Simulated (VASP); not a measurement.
Crystal: Ni.

```
Ni
1.0
     0.00000    1.80926    1.80926
     1.80926    0.00000    1.80926
     1.80926    1.80926    0.00000
Ni
1
Direct
  0.00000 0.00000 0.00000
```

Base run:

- Program: VASP 6.6.1
- Functional: LDA
- Potentials or basis: VASP PAW LDA potentials, release 64 (Ni)
- Cutoff: 520 eV
- k mesh: 24 × 24 × 24
- Occupations: gaussian, width 0.15 eV
- Spin: collinear spin, ferromagnetic start
- Starting moments: [0.375] μB
- Fixed moment: 0.375 μB

Its results: pressure -28.3 GPa; site moments Ni +0.38 μB.

Q: The run is repeated on the same cell with these changes: fixed moment from 0.375 μB to 0.625 μB; moments at the start from [0.38] to [0.62]. What comes out?

A: Pressure -27.8 GPa; site moments Ni +0.64 μB.

Caveats: the total moment is fixed, so each spin has its own Fermi level.
